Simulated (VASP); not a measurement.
# SiGe3 (P-6m2) in VASP: single point with PBE

Aim: the single point of SiGe3 with PBE.

All numbers are computed with VASP 6.6.1; they aren't measurements. Logs are shortened: lines on timing, memory, paths and dates and some standing lists are left out, and cuts for length are marked.

## 1. The cell of the first run

It takes space group P-6m2 (No. 187, hexagonal). The conventional cell has a = 2.955 Å, b = 2.955 Å, c = 9.640 Å, α = 90.00°, β = 90.00°, γ = 120.00°. Si (site symmetry -6m2) has 6 Ge at 2.85 Å and 6 Si at 2.96 Å within 3.8 Å. Within 3.9 Å of Ge (site symmetry -6m2) lie 12 Ge at 2.96 to 3.06 Å. Ge (site symmetry 3m) has 3 Si at 2.85 Å and 9 Ge at 2.96 to 3.06 Å within 3.8 Å.

## 2. Single point, PBE

POSCAR

```
SiGe3
1.0
    2.9553510376      0.0000000000      0.0000000000
   -1.4776755188      2.5594090756      0.0000000000
    0.0000000000      0.0000000000      9.6401957883
Si Ge
1 3
Direct
    0.6666666667      0.3333333333      0.0000000000
    0.6666666667      0.3333333333      0.5000000000
    0.3333333333      0.6666666667      0.7634417063
    0.3333333333      0.6666666667      0.2365582937
```

INCAR.step1

```
SYSTEM = SiGe3
  PREC = Accurate
  ENCUT = 520
  EDIFF = 1E-6
  ISMEAR = 0
  SIGMA = 0.1
  LREAL = .False.
  LASPH = .True.
  NELM = 60
  ALGO = Normal
  ISIF = 2
  LWAVE = .False.
  LCHARG = .True.
  GGA = PE
  NBANDS = 31
```

KPOINTS.step1

```
Automatic mesh
0
Gamma
  18 18 6
  0 0 0
```

INCAR.step2

```
SYSTEM = SiGe3
  PREC = Accurate
  ENCUT = 520
  EDIFF = 1E-6
  ISMEAR = -5
  SIGMA = 0.1
  LREAL = .False.
  LASPH = .True.
  NELM = 60
  ALGO = Normal
  ISIF = 2
  LWAVE = .False.
  LCHARG = .False.
  GGA = PE
  LORBIT = 10
  NEDOS = 1001
  ICHARG = 11
```

KPOINTS.step2

```
Automatic mesh
0
Gamma
  27 27 9
  0 0 0
```

Potentials or basis: VASP PAW PBE potentials, release 64 (Si, Ge_d).

Command:

```console
$ cat potpaw_PBE.64/Si/POTCAR potpaw_PBE.64/Ge_d/POTCAR > POTCAR
$ cp INCAR.step1 INCAR
$ cp KPOINTS.step1 KPOINTS
$ mpirun -np 1 vasp_std > vasp.out
$ cp INCAR.step2 INCAR
$ cp KPOINTS.step2 KPOINTS
$ mpirun -np 1 vasp_std > vasp.out
```

OUTCAR:

```text
SYSTEM = SiGe3
   PREC = Accurate
   ENCUT = 520
   EDIFF = 1E-6
   ISMEAR = -5
   LREAL = .False.
   LASPH = .True.
   NELM = 60
   ISIF = 2
   GGA = PE
   LORBIT = 10
   ICHARG = 11

 ion  position               nearest neighbor table
   1  0.667  0.333  0.000-   3 2.85   4 2.85   3 2.85   4 2.85   3 2.85   4 2.85
   2  0.667  0.333  0.500-
   3  0.333  0.667  0.763-   1 2.85   1 2.85   1 2.85
   4  0.333  0.667  0.237-   1 2.85   1 2.85   1 2.85

  LATTYP: Found a hexagonal cell.
 ALAT       =     2.9553510376
 C/A-ratio  =     3.2619460990

  Lattice vectors:

 A1 = (   2.9553510376,   0.0000000000,   0.0000000000)
 A2 = (  -1.4776755188,   2.5594090756,   0.0000000000)
 A3 = (   0.0000000000,   0.0000000000,   9.6401957883)

Analysis of symmetry for initial positions (statically):
=====================================================================
 Subroutine PRICEL returns:
 Original cell was already a primitive cell.

 Routine SETGRP: Setting up the symmetry group for a
 hexagonal supercell.

 Subroutine GETGRP returns: Found 12 space group operations
 (whereof 12 operations were pure point group operations)
 out of a pool of 24 trial point group operations.

The static configuration has the point symmetry D_3h.

Analysis of symmetry for dynamics (positions and initial velocities):
=====================================================================
 Subroutine PRICEL returns:
 Original cell was already a primitive cell.

 Routine SETGRP: Setting up the symmetry group for a
 hexagonal supercell.

 Subroutine GETGRP returns: Found 12 space group operations
 (whereof 12 operations were pure point group operations)
 out of a pool of 24 trial point group operations.

The dynamic configuration has the point symmetry D_3h.

 Subroutine INISYM returns: Found 12 space group operations
 (whereof 12 operations are pure point group operations),
 and found     1 'primitive' translations

----------------------------------------------------------------------------------------

                                     Primitive cell

  volume of cell :      72.9180

  direct lattice vectors                    reciprocal lattice vectors
     2.955351038  0.000000000  0.000000000     0.338369279  0.195357594  0.000000000
    -1.477675519  2.559409076  0.000000000     0.000000000  0.390715189  0.000000000
     0.000000000  0.000000000  9.640195788     0.000000000  0.000000000  0.103732333

  length of vectors
[... 92 lines left out ...]
   IBRION =     -1    ionic relax: 0-MD 1-quasi-New 2-CG
   NFREE  =      0    steps in history (QN), initial steepest desc. (CG)
   ISIF   =      2    stress and relaxation
   ISYM   =      2    0-nonsym 1-usesym 2-fastsym
   POTIM  = 0.5000    time-step for ionic-motion
   TEBEG  =    0.0;   TEEND  =   0.0 temperature during run
   PSTRESS=    0.0 pullay stress
   NELECT =      46.0000    total number of electrons
   NUPDOWN=      -1.0000    fix difference up-down
   EMIN   =  10.00;   EMAX   =-10.00  energy-range for DOS
   EFERMI =   0.00;   METHOD = LEGACY
   ISMEAR =    -5;   SIGMA  =   0.10  broadening in eV -4-tet -1-fermi 0-gaus
   EFERMI_NEDOS =   21; number of points for ismear=-14 and -15
   IALGO  =     38    algorithm
   IMIX   =      4    mixing-type and parameters
     AMIX     =   0.40;   BMIX     =  1.00
     AMIX_MAG =   1.60;   BMIX_MAG =  1.00
  volume/ion in A,a.u.               =      18.23       123.02
  Fermi-wavevector in a.u.,A,eV,Ry     =   1.404050  2.653270 26.821931  1.971356
  Thomas-Fermi vector in A             =   2.526651
   LORBIT       =     10    0 simple, 1 ext, 2 COOP (PROOUT), +10 PAW based schemes
   GGA     = PE    functional components
   LHFCALC =     F    Hartree Fock is set to
   AEXX    =    0.0000 exact exchange contribution
   IVDW    =     0    specifies the selected vdW correction
   LEPSILON=     F    determine dielectric tensor
   LRPA    =     F    only Hartree local field effects (RPA)
 non-spin polarized calculation
 Fermi weights with tetrahedron method with Bloechl corrections
  energy-cutoff  :      520.00
  volume of cell :       72.92
 maximum number of plane-waves:      2010
 NGX is ok and might be reduce to    24

 number of electron      45.9999950 magnetization

 Free energy of the ion-electron system (eV)
  ---------------------------------------------------
  ext. energy  EPLUGINS =         0.00000000
  ---------------------------------------------------
  free energy    TOTEN  =       -17.29699195 eV

  energy without entropy =      -17.29699195  energy(sigma->0) =      -17.29699195

 E-fermi :   7.1991     XC(G=0): -11.1692

 val. band max:        7.2640934179   @ k =   0.2963   0.2593   0.2222
 cond. band min:       7.1353697950   @ k =   0.3333   0.0741   0.4444
 fundamental gap:     -0.1287236230
 Fermi energy:         7.1991105916

 k-point     1 :       0.0000    0.0000    0.0000
  band No.  band energies     occupation
      1     -17.5701      2.00000
      2     -17.5529      2.00000
      3     -17.5529      2.00000
      4     -17.5476      2.00000
      5     -17.5469      2.00000
      6     -17.5469      2.00000
[... 709 lines left out ...]
     26      10.1051      0.00000
     27      10.9435      0.00000

 [... further k-points ...]
[... 5 lines left out ...]
  --------------------------------------------------------------------------------------
  -------------------------------------------------------------------------------------
  Total        0.1833039      0.1833039      0.6434981      0.0000000      0.0000000      0.0000000
  in kB        4.0276115      4.0276115     14.1391470      0.0000000      0.0000000      0.0000000
  external PRESSURE =       7.3981233 kB  Pullay stress =       0.0000000 kB

 VOLUME and BASIS-vectors are now :
 -----------------------------------------------------------------------------
  energy-cutoff  :      520.00
  volume of cell :       72.92
      direct lattice vectors                 reciprocal lattice vectors
     2.955351038  0.000000000  0.000000000     0.338369279  0.195357594  0.000000000
    -1.477675519  2.559409076  0.000000000     0.000000000  0.390715189  0.000000000
     0.000000000  0.000000000  9.640195788     0.000000000  0.000000000  0.103732333

 POSITION                                       TOTAL-FORCE (eV/Angst)
 -----------------------------------------------------------------------------------
      1.47768      0.85314      0.00000         0.000000      0.000000      0.000000
      1.47768      0.85314      4.82010        -0.000000      0.000000      0.000000
     -0.00000      1.70627      7.35973        -0.000000     -0.000000     -0.021539
     -0.00000      1.70627      2.28047        -0.000000     -0.000000      0.021539
 -----------------------------------------------------------------------------------
    total drift:                                0.005400     -0.003118      0.000000

  FREE ENERGIE OF THE ION-ELECTRON SYSTEM (eV)
  ---------------------------------------------------
  free  energy   TOTEN  =       -17.2969919506 eV

  energy  without entropy=      -17.2969919506  energy(sigma->0) =      -17.29699195

 total charge

# of ion       s       p       d       tot
------------------------------------------
    1        0.872   0.644   0.000   1.516
    2        1.274   0.880  10.018  12.172
    3        1.264   0.906  10.031  12.201
    4        1.264   0.906  10.031  12.201
--------------------------------------------------
tot          4.675   3.337  30.079  38.091
```

OUTCAR.step1:

```text
SYSTEM = SiGe3
   PREC = Accurate
   ENCUT = 520
   EDIFF = 1E-6
   ISMEAR = 0
   LREAL = .False.
[... 1047 lines left out ...]
      1.47768      0.85314      4.82010        -0.000000     -0.000000      0.000000
     -0.00000      1.70627      7.35973         0.000000      0.000000     -0.001754
     -0.00000      1.70627      2.28047         0.000000      0.000000      0.001754
 -----------------------------------------------------------------------------------
    total drift:                                0.000000     -0.000000     -0.000000

  FREE ENERGIE OF THE ION-ELECTRON SYSTEM (eV)
  ---------------------------------------------------
  free  energy   TOTEN  =       -17.3096548419 eV

  energy  without entropy=      -17.3027036811  energy(sigma->0) =      -17.30617926
```

OSZICAR.step1:

```text
N       E                     dE             d eps       ncg     rms          rms(c)
DAV:   1     0.375489254713E+03    0.37549E+03   -0.22110E+04 10979   0.394E+03
DAV:   2     0.472567366963E+02   -0.32823E+03   -0.31520E+03  9183   0.786E+02
DAV:   3    -0.143691426464E+02   -0.61626E+02   -0.60425E+02 10744   0.185E+02
DAV:   4    -0.173310653650E+02   -0.29619E+01   -0.29524E+01 10719   0.461E+01
DAV:   5    -0.173919849143E+02   -0.60920E-01   -0.60913E-01 10282   0.758E+00    0.282E+00
DAV:   6    -0.173293606491E+02    0.62624E-01   -0.15185E-01 13657   0.600E+00    0.161E+00
DAV:   7    -0.173144802549E+02    0.14880E-01   -0.61675E-02 11767   0.324E+00    0.785E-01
DAV:   8    -0.173095101128E+02    0.49701E-02   -0.23109E-02 11180   0.191E+00    0.146E-01
DAV:   9    -0.173096999178E+02   -0.18980E-03   -0.36864E-03 10957   0.734E-01    0.117E-01
DAV:  10    -0.173096939544E+02    0.59634E-05   -0.11397E-03 12265   0.686E-01    0.496E-02
DAV:  11    -0.173096591509E+02    0.34804E-04   -0.12840E-04 11654   0.552E-01    0.106E-02
DAV:  12    -0.173096529052E+02    0.62456E-05   -0.71468E-05 12309   0.129E-01    0.924E-03
DAV:  13    -0.173096545554E+02   -0.16502E-05   -0.76161E-06  9516   0.969E-02    0.171E-03
DAV:  14    -0.173096548419E+02   -0.28645E-06   -0.11902E-06  5344   0.416E-02
   1 F= -.17309655E+02 E0= -.17306179E+02  d E =-.695116E-02
```

Wall time 16 min (1 thread of Intel Xeon 8259CL, shared host); peak memory 0.65 GiB.

Results:

```yaml
Valence_electrons_inside_the_program's_atomic_spheres: Si 1.52; Ge 12.17, 12.20 (each value once)
```

Caveat: the highest band is partly filled, so the run has too few bands.
